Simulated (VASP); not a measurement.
# NaF (Fm-3m) in VASP: single point with LDA

Aim: the single point of NaF with LDA.

Program: VASP 6.6.1. These are calculated values, not measurements. Logs are shortened: lines on timing, memory, paths and dates and some standing lists are left out, and cuts for length are marked.

**1. The cell of the first run**

Symmetry: Fm-3m, No. 225, cubic system. Conventional cell: a = 4.498 Å, b = 4.498 Å, c = 4.498 Å, α = 90.00°, β = 90.00°, γ = 90.00°. Na (site symmetry m-3m) has 6 F at 2.25 Å within 3.0 Å. F (site symmetry m-3m) has 6 Na at 2.25 Å within 3.0 Å.

**2. Single point, LDA**

INCAR reads:

```
SYSTEM = NaF
PREC     = Accurate       ! precision mode
ENCUT    = 520            ! plane-wave cutoff, eV
EDIFF    = 1E-7           ! SCF threshold, eV
ISMEAR   = 0              ! smearing method
SIGMA    = 0.05           ! smearing width, eV
LREAL    = .False.        ! projectors in reciprocal space
LASPH    = .True.         ! aspherical terms in the spheres
NELM     = 80             ! most SCF steps
ALGO     = Normal         ! electronic algorithm
ISIF     = 2              ! what is computed and relaxed
LWAVE    = .False.        ! write WAVECAR
LCHARG   = .False.        ! write CHGCAR
GGA      = CA             ! functional
NBANDS   = 14             ! bands
```

KPOINTS reads:

```
regular mesh
0
Gamma
  6 6 6
  0 0 0
```

POSCAR reads:

```
NaF
1.0
    0.0000000000      2.2492450381      2.2492450381
    2.2492450381      0.0000000000      2.2492450381
    2.2492450381      2.2492450381      0.0000000000
Na F
1 1
Direct
    0.0000000000      0.0000000000      0.0000000000
    0.5000000000      0.5000000000      0.5000000000
```

Potentials or basis: VASP PAW LDA potentials, release 64 (Na_pv, F).

Launch:

```console
$ cat potpaw_LDA.64/Na_pv/POTCAR potpaw_LDA.64/F/POTCAR > POTCAR
$ mpirun -np 1 vasp_std > vasp.out
```

OUTCAR:

```text
SYSTEM = NaF
   PREC = Accurate
   ENCUT = 520
   EDIFF = 1E-7
   ISMEAR = 0
   LREAL = .False.
   LASPH = .True.
   NELM = 80
   ISIF = 2
   GGA = CA

 ion  position               nearest neighbor table
   1  0.000  0.000  0.000-   2 2.25   2 2.25   2 2.25   2 2.25   2 2.25   2 2.25
   2  0.500  0.500  0.500-   1 2.25   1 2.25   1 2.25   1 2.25   1 2.25   1 2.25

  LATTYP: Found a face centered cubic cell.
 ALAT       =     4.4984900762

  Lattice vectors:

 A1 = (   0.0000000000,   2.2492450381,   2.2492450381)
 A2 = (   2.2492450381,   0.0000000000,   2.2492450381)
 A3 = (   2.2492450381,   2.2492450381,   0.0000000000)

Analysis of symmetry for initial positions (statically):
=====================================================================
 Subroutine PRICEL returns:
 Original cell was already a primitive cell.

 Routine SETGRP: Setting up the symmetry group for a
 face centered cubic supercell.

 Subroutine GETGRP returns: Found 48 space group operations
 (whereof 48 operations were pure point group operations)
 out of a pool of 48 trial point group operations.

The static configuration has the point symmetry O_h .

Analysis of symmetry for dynamics (positions and initial velocities):
=====================================================================
 Subroutine PRICEL returns:
 Original cell was already a primitive cell.

 Routine SETGRP: Setting up the symmetry group for a
 face centered cubic supercell.

 Subroutine GETGRP returns: Found 48 space group operations
 (whereof 48 operations were pure point group operations)
 out of a pool of 48 trial point group operations.

The dynamic configuration has the point symmetry O_h .

 Subroutine INISYM returns: Found 48 space group operations
 (whereof 48 operations are pure point group operations),
 and found     1 'primitive' translations

----------------------------------------------------------------------------------------

                                     Primitive cell

  volume of cell :      22.7583

  direct lattice vectors                    reciprocal lattice vectors
     0.000000000  2.249245038  2.249245038    -0.222296811  0.222296811  0.222296811
     2.249245038  0.000000000  2.249245038     0.222296811 -0.222296811  0.222296811
     2.249245038  2.249245038  0.000000000     0.222296811  0.222296811 -0.222296811

  length of vectors
     3.180912838  3.180912838  3.180912838     0.385029372  0.385029372  0.385029372

  position of ions in fractional coordinates (direct lattice)
     0.000000000  0.000000000  0.000000000
     0.500000000  0.500000000  0.500000000

  ion indices of the primitive-cell ions
   primitive index   ion index
                 1           1
                 2           2

[... 76 lines left out ...]
   EFERMI =   0.00;   METHOD = LEGACY
   ISMEAR =     0;   SIGMA  =   0.05  broadening in eV -4-tet -1-fermi 0-gaus
   EFERMI_NEDOS =   21; number of points for ismear=-14 and -15
   IALGO  =     38    algorithm
   IMIX   =      4    mixing-type and parameters
     AMIX     =   0.40;   BMIX     =  1.00
     AMIX_MAG =   1.60;   BMIX_MAG =  1.00
  volume/ion in A,a.u.               =      11.38        76.79
  Fermi-wavevector in a.u.,A,eV,Ry     =   1.392315  2.631093 26.375441  1.938540
  Thomas-Fermi vector in A             =   2.516069
   LORBIT       =      0    0 simple, 1 ext, 2 COOP (PROOUT), +10 PAW based schemes
   GGA     = CA    functional components
   LHFCALC =     F    Hartree Fock is set to
   AEXX    =    0.0000 exact exchange contribution
   IVDW    =     0    specifies the selected vdW correction
   LEPSILON=     F    determine dielectric tensor
   LRPA    =     F    only Hartree local field effects (RPA)
 non-spin polarized calculation
 Gauss-broadening in eV      SIGMA  =   0.05
  energy-cutoff  :      520.00
  volume of cell :       22.76
 maximum number of plane-waves:       624
   NGX = 11   NGY = 11   NGZ = 11

 number of electron      14.0000021 magnetization

 Free energy of the ion-electron system (eV)
  ---------------------------------------------------
  ext. energy  EPLUGINS =         0.00000000
  ---------------------------------------------------
  free energy    TOTEN  =        -9.33248232 eV

  energy without entropy =       -9.33248232  energy(sigma->0) =       -9.33248232

 E-fermi :  -1.8469     XC(G=0): -10.3988

 val. band max:       -2.0974726741   @ k =   0.0000   0.0000   0.0000
 cond. band min:       4.3549147753   @ k =   0.0000   0.0000   0.0000
 fundamental gap:      6.4523874494
 Fermi energy:        -1.8468972318

 k-point     1 :       0.0000    0.0000    0.0000
  band No.  band energies     occupation
      1     -21.0260      2.00000
      2     -20.6109      2.00000
      3     -20.6109      2.00000
      4     -20.6109      2.00000
      5      -2.0975      2.00000
      6      -2.0975      2.00000
      7      -2.0975      2.00000
      8       4.3549      0.00000
      9      17.0510      0.00000
     10      17.0510      0.00000
     11      17.0510      0.00000
     12      20.0543      0.00000
     13      22.3855      0.00000
     14      22.3855      0.00000
[... 241 lines left out ...]
      1     -21.1705      2.00000
      2     -20.7835      2.00000
      3     -20.7192      2.00000
      4     -20.1585      2.00000
      5      -3.3504      2.00000
      6      -2.8504      2.00000
      7      -2.7256      2.00000
      8      11.1752      0.00000
      9      11.3490      0.00000
     10      13.0776      0.00000
     11      16.3300      0.00000
     12      20.0221      0.00000
     13      24.7368      0.00000
     14      24.9479      0.00000

------------------------ aborting loop because EDIFF is reached ----------------------------------------

  FORCE on cell =-STRESS in cart. coord.  units (eV):
  Direction    XX          YY          ZZ          XY          YZ          ZX
  --------------------------------------------------------------------------------------
  -------------------------------------------------------------------------------------
  Total        0.0241004      0.0241004      0.0241004      0.0000000     -0.0000000     -0.0000000
  in kB        1.6966605      1.6966605      1.6966605      0.0000000     -0.0000000     -0.0000000
  external PRESSURE =       1.6966605 kB  Pullay stress =       0.0000000 kB

 VOLUME and BASIS-vectors are now :
 -----------------------------------------------------------------------------
  energy-cutoff  :      520.00
  volume of cell :       22.76
      direct lattice vectors                 reciprocal lattice vectors
     0.000000000  2.249245038  2.249245038    -0.222296811  0.222296811  0.222296811
     2.249245038  0.000000000  2.249245038     0.222296811 -0.222296811  0.222296811
     2.249245038  2.249245038  0.000000000     0.222296811  0.222296811 -0.222296811

 POSITION                                       TOTAL-FORCE (eV/Angst)
 -----------------------------------------------------------------------------------
      0.00000      0.00000      0.00000        -0.000000      0.000000      0.000000
      2.24925      2.24925      2.24925         0.000000     -0.000000     -0.000000
 -----------------------------------------------------------------------------------
    total drift:                                0.000000     -0.000000      0.000000

  FREE ENERGIE OF THE ION-ELECTRON SYSTEM (eV)
  ---------------------------------------------------
  free  energy   TOTEN  =        -9.3324823162 eV

  energy  without entropy=       -9.3324823162  energy(sigma->0) =       -9.33248232
```

OSZICAR:

```text
N       E                     dE             d eps       ncg     rms          rms(c)
DAV:   1     0.105066923116E+03    0.10507E+03   -0.79143E+03   456   0.119E+03
DAV:   2    -0.532683357244E+01   -0.11039E+03   -0.10264E+03   490   0.340E+02
DAV:   3    -0.101412511791E+02   -0.48144E+01   -0.48076E+01   562   0.652E+01
DAV:   4    -0.101731508570E+02   -0.31900E-01   -0.31898E-01   520   0.577E+00
DAV:   5    -0.101734277834E+02   -0.27693E-03   -0.27693E-03   544   0.542E-01    0.509E+00
DAV:   6    -0.937493576282E+01    0.79849E+00   -0.27107E+00   520   0.156E+01    0.173E+00
DAV:   7    -0.934757768920E+01    0.27358E-01   -0.33593E-02   460   0.197E+00    0.968E-01
DAV:   8    -0.933251856369E+01    0.15059E-01   -0.20394E-02   504   0.290E+00    0.139E-01
DAV:   9    -0.933257354513E+01   -0.54981E-04   -0.22063E-03   544   0.424E-01    0.946E-02
DAV:  10    -0.933248208451E+01    0.91461E-04   -0.39134E-04   496   0.221E-01    0.992E-03
DAV:  11    -0.933248246542E+01   -0.38091E-06   -0.21844E-05   508   0.690E-02    0.388E-03
DAV:  12    -0.933248232167E+01    0.14375E-06   -0.47841E-07   552   0.894E-03    0.446E-04
DAV:  13    -0.933248231616E+01    0.55127E-08   -0.27593E-08   266   0.187E-03
   1 F= -.93324823E+01 E0= -.93324823E+01  d E =-.484900E-14
```

stdout:

```text
POSCAR found type information on POSCAR NaF
 POSCAR found :  2 types and       2 ions
 scaLAPACK will be used
 LDA part: xc-table for (Slater(with rela. corr.)+CA(PZ))
 , standard interpolation
 POSCAR, INCAR and KPOINTS ok, starting setup
 FFT: planning ... GRIDC
 FFT: planning ... GRID_SOFT
 FFT: planning ... GRID
 WAVECAR not read
 entering main loop
```

It took 2.9 s on 1 thread of Intel Xeon Platinum 8259CL at 2.50GHz (Skylake/Cascade Lake), shared host; peak memory 0.12 GiB.

What came out:

```
Free energy            : -9.3325 eV
Pressure               : 0.2 GPa
Band gap on the k mesh : 6.45 eV, direct
```
